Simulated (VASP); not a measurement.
# Pb12O in VASP: single point with LDA

Aim: the single point of Pb12O with LDA.

Everything below comes from runs of VASP 6.6.1. Logs are shortened: lines on timing, memory, paths and dates and some standing lists are left out, and cuts for length are marked.

## Step 1: The cell of the first run

The cell holds a slab with vacuum, 13 atoms: a = 7.000 Å, b = 7.000 Å, c = 18.716 Å, α = 90.00°, β = 90.00°, γ = 60.00°.

## Step 2: Single point, LDA

File INCAR:

```
  PREC = Accurate
  ENCUT = 520
  EDIFF = 1E-6
  ISMEAR = -1
  SIGMA = 0.1
  LREAL = F
  LASPH = T
  NELM = 80
  ALGO = Normal
  ISIF = 2
  LWAVE = F
  LCHARG = T
  LELF = T
  LVHAR = T
  NBANDS = 99
```

File KPOINTS:

```
regular mesh
0
Gamma
  3 3 1
```

File POSCAR:

```
Pb12O
1.0
    7.0003570000      0.0000000000      0.0000000000
    3.5001790000      6.0624870000      0.0000000000
    0.0000000000      0.0000000000     18.7157680000
Pb O
12 1
Direct
    0.1666667207      0.1666667491      0.0534308825
    0.6666666492      0.1666667491      0.0534308825
    0.1666666905      0.6666666667      0.0534308825
    0.6666667619      0.6666666667      0.0534308825
   -0.1789980382      0.3299146044      0.1938705908
    0.3495306720      0.3287701895      0.1940721321
   -0.1469100955      0.7953793550      0.1878456177
    0.3201385085      0.8605760309      0.1928682809
   -0.0201324176      0.0034132857      0.3356654667
    0.5195643455      0.0016262303      0.3354581549
    0.0038400723      0.4934476561      0.3315392134
    0.4796897954      0.5404201279      0.3388586031
    0.2923210512     -0.0834405088      0.3846770808
```

Potentials or basis: VASP PAW LDA potentials, release 64 (Pb_d, O).

Started as:

```sh
cat potpaw_LDA.64/Pb_d/POTCAR potpaw_LDA.64/O/POTCAR > POTCAR
mpirun -np 1 vasp_std > vasp.out
```

OUTCAR:

```text
PREC = Accurate
   ENCUT = 520
   EDIFF = 1E-6
   ISMEAR = -1
   LREAL = F
   LASPH = T
   NELM = 80
   ISIF = 2

 ion  position               nearest neighbor table
   1  0.167  0.167  0.053-   8 3.20   5 3.36   6 3.36   4 3.50   3 3.50   2 3.50   4 3.50   2 3.50
                             3 3.50
   2  0.667  0.167  0.053-   5 3.26   6 3.26   7 3.38   3 3.50   1 3.50   4 3.50   4 3.50   3 3.50
                             1 3.50
   3  0.167  0.667  0.053-   7 3.16   6 3.34   8 3.36   2 3.50   1 3.50   4 3.50   2 3.50   4 3.50
                             1 3.50
   4  0.667  0.667  0.053-   7 3.17   5 3.33   8 3.35   1 3.50   3 3.50   2 3.50   2 3.50   1 3.50
                             3 3.50
   5  0.821  0.330  0.194-   2 3.26   6 3.30   9 3.31  11 3.32   4 3.33   1 3.36   7 3.38   8 3.39
                            12 3.42   8 3.62   7 3.64   6 3.70
   6  0.350  0.329  0.194-   2 3.26   5 3.30  10 3.31  11 3.32   3 3.34   1 3.36   7 3.38   8 3.39
                            12 3.42   8 3.62   7 3.64   5 3.70
   7  0.853  0.795  0.188-   3 3.16   4 3.17  11 3.25   2 3.38   6 3.38   5 3.38  10 3.43   9 3.44
                             8 3.52   8 3.53   6 3.64   5 3.64
   8  0.320  0.861  0.193-   1 3.20  12 3.35   4 3.35   3 3.36  10 3.38   9 3.38   6 3.39   5 3.39
                             7 3.52   7 3.53   5 3.62   6 3.62
   9  0.980  0.003  0.336-  13 2.16  10 3.23   5 3.31  12 3.38   8 3.38   7 3.44  11 3.49  11 3.52
                            12 3.64  10 3.77
  10  0.520  0.002  0.335-  13 2.16   9 3.23   6 3.31  12 3.38   8 3.38   7 3.43  11 3.48  11 3.53
                            12 3.64   9 3.77
  11  0.004  0.493  0.332-   7 3.25   6 3.32   5 3.32  10 3.48   9 3.49  12 3.51   9 3.52  12 3.52
                            10 3.53
  12  0.480  0.540  0.339-  13 2.44   8 3.35  10 3.38   9 3.38   6 3.42   5 3.42  11 3.51  11 3.52
                             9 3.64  10 3.64
  13  0.292  0.917  0.385-   9 2.16  10 2.16  12 2.44

  LATTYP: Found a hexagonal cell.
 ALAT       =     7.0003572521
 C/A-ratio  =     2.6735446958

  Lattice vectors:

 A1 = (  -3.5001790000,  -6.0624870000,   0.0000000000)
 A2 = (   7.0003570000,   0.0000000000,   0.0000000000)
 A3 = (   0.0000000000,   0.0000000000,  18.7157680000)

Analysis of symmetry for initial positions (statically):
=====================================================================
 Subroutine PRICEL returns:
 Original cell was already a primitive cell.

 Routine SETGRP: Setting up the symmetry group for a
 hexagonal supercell.

 Subroutine GETGRP returns: Found  1 space group operations
[... 133 lines left out ...]
   EFERMI =   0.00;   METHOD = LEGACY
   ISMEAR =    -1;   SIGMA  =   0.10  broadening in eV -4-tet -1-fermi 0-gaus
   EFERMI_NEDOS =   21; number of points for ismear=-14 and -15
   IALGO  =     38    algorithm
   IMIX   =      4    mixing-type and parameters
     AMIX     =   0.40;   BMIX     =  1.00
     AMIX_MAG =   1.60;   BMIX_MAG =  1.00
  volume/ion in A,a.u.               =      61.10       412.32
  Fermi-wavevector in a.u.,A,eV,Ry     =   0.986882  1.864936 13.251193  0.973935
  Thomas-Fermi vector in A             =   2.118295
   LORBIT       =      0    0 simple, 1 ext, 2 COOP (PROOUT), +10 PAW based schemes
   GGA     = CA    functional components
   LHFCALC =     F    Hartree Fock is set to
   AEXX    =    0.0000 exact exchange contribution
   IVDW    =     0    specifies the selected vdW correction
   LEPSILON=     F    determine dielectric tensor
   LRPA    =     F    only Hartree local field effects (RPA)
 non-spin polarized calculation
  energy-cutoff  :      520.00
  volume of cell :      794.29
 maximum number of plane-waves:     21441
 NGX is ok and might be reduce to    54
   NGX = 27   NGY = 27   NGZ = 69

 number of electron     174.0000014 magnetization

 Free energy of the ion-electron system (eV)
  ---------------------------------------------------
  ext. energy  EPLUGINS =         0.00000000
  ---------------------------------------------------
  free energy    TOTEN  =       -55.53098739 eV

  energy without entropy =      -55.29314231  energy(sigma->0) =      -55.41206485

 E-fermi :   1.0578     XC(G=0):  -5.5282

 val. band max:        0.9794921062   @ k =   0.3333   0.3333   0.0000
 cond. band min:       1.0674925905   @ k =   0.0000   0.3333   0.0000
 fundamental gap:      0.0880004843
 Fermi energy:         1.0577571968

 k-point     1 :       0.0000    0.0000    0.0000
  band No.  band energies     occupation
      1     -17.9019      2.00000
      2     -16.1762      2.00000
      3     -16.1692      2.00000
      4     -16.1674      2.00000
      5     -16.1057      2.00000
      6     -16.0967      2.00000
[... 499 lines left out ...]
     98       3.3705      0.00000
     99       3.5537      0.00000

------------------------ aborting loop because EDIFF is reached ----------------------------------------

  FORCE on cell =-STRESS in cart. coord.  units (eV):
  Direction    XX          YY          ZZ          XY          YZ          ZX
  --------------------------------------------------------------------------------------
  -------------------------------------------------------------------------------------
  Total        0.7092840     -1.1983499      0.1674511     -0.0195940     -0.6544267     -0.0010646
  in kB        1.4307116     -2.4172167      0.3377691     -0.0395235     -1.3200577     -0.0021473
  external PRESSURE =      -0.2162453 kB  Pullay stress =       0.0000000 kB

 VOLUME and BASIS-vectors are now :
 -----------------------------------------------------------------------------
  energy-cutoff  :      520.00
  volume of cell :      794.29
      direct lattice vectors                 reciprocal lattice vectors
     7.000357000  0.000000000  0.000000000     0.142849858 -0.082474415  0.000000000
     3.500179000  6.062487000  0.000000000     0.000000000  0.164948807  0.000000000
     0.000000000  0.000000000 18.715768000     0.000000000  0.000000000  0.053430882

 POSITION                                       TOTAL-FORCE (eV/Angst)
 -----------------------------------------------------------------------------------
      1.75009      1.01041      1.00000         0.001735     -0.071167     -0.016184
      5.25027      1.01041      1.00000        -0.001405      0.059547      0.039137
      3.50018      4.04166      1.00000         0.335928      0.006095     -0.036924
      7.00036      4.04166      1.00000        -0.332401      0.010806     -0.034900
      6.90207      2.00010      3.62844        -0.016134      0.007991     -0.008646
      3.59759      1.99316      3.63221         0.018013      0.009514     -0.019816
      8.75590      4.82198      3.51568         0.001518      0.019746      0.021419
      5.25325      5.21723      3.60968        -0.004613      0.004201     -0.005529
      6.87137      0.02069      6.28224        -0.050607      0.126516     -0.027773
      3.64283      0.00986      6.27836         0.031021      0.119115     -0.011633
      1.75404      2.99152      6.20501        -0.003850      0.137649     -0.066137
      5.24957      3.27629      6.34200         0.003525      0.124908      0.067482
      5.25447      5.55663      7.19953         0.017271     -0.554921      0.099502
 -----------------------------------------------------------------------------------
    total drift:                               -0.000051      0.000594     -0.000235

  FREE ENERGIE OF THE ION-ELECTRON SYSTEM (eV)
  ---------------------------------------------------
  free  energy   TOTEN  =       -55.5309873922 eV

  energy  without entropy=      -55.2931423071  energy(sigma->0) =      -55.41206485
```

OSZICAR:

```text
N       E                     dE             d eps       ncg     rms          rms(c)
DAV:   1     0.218011343851E+04    0.21801E+04   -0.80306E+04   990   0.170E+03
DAV:   2     0.224878639706E+03   -0.19552E+04   -0.19134E+04  1037   0.497E+02
DAV:   3    -0.385551118804E+02   -0.26343E+03   -0.25689E+03  1220   0.232E+02
DAV:   4    -0.580338476464E+02   -0.19479E+02   -0.19256E+02  1172   0.677E+01
[... 15 lines left out ...]
DAV:  20    -0.555309600234E+02   -0.46517E-04   -0.71639E-06   820   0.112E-02    0.547E-03
DAV:  21    -0.555309742524E+02   -0.14229E-04   -0.34448E-06   731   0.129E-02    0.118E-03
DAV:  22    -0.555309846065E+02   -0.10354E-04   -0.13515E-06   764   0.442E-03    0.129E-03
DAV:  23    -0.555309870160E+02   -0.24095E-05   -0.21815E-07   652   0.403E-03    0.127E-03
DAV:  24    -0.555309873922E+02   -0.37620E-06   -0.78109E-08   628   0.190E-03
   1 F= -.55530987E+02 E0= -.55412065E+02  d E =-.237845E+00
```

Wall time 27 min (1 thread of Intel Xeon 8259CL, shared host); peak memory 0.74 GiB.

What came out:

```yaml
Free_energy: -55.5310 eV
Largest_force: 0.564 eV/Å
Band_gap_on_the_k_mesh: zero (bands 87 and 88 overlap by 0.29 eV)
```

Forces in eV/Å, atoms in the order of the input:
```
Pb   0.002 -0.071 -0.016
Pb  -0.001  0.060  0.039
Pb   0.336  0.006 -0.037
Pb  -0.332  0.011 -0.035
Pb  -0.016  0.008 -0.009
Pb   0.018  0.010 -0.020
Pb   0.002  0.020  0.021
Pb  -0.005  0.004 -0.006
Pb  -0.051  0.127 -0.028
Pb   0.031  0.119 -0.012
Pb  -0.004  0.138 -0.066
Pb   0.004  0.125  0.067
O    0.017 -0.555  0.100
```

Caveat: there is no dipole correction, which matters where the two faces differ; spin-orbit coupling is left out, which moves the levels of the heavy elements.

The gap in the log of VASP goes by the Fermi energy; the results here count the filled bands.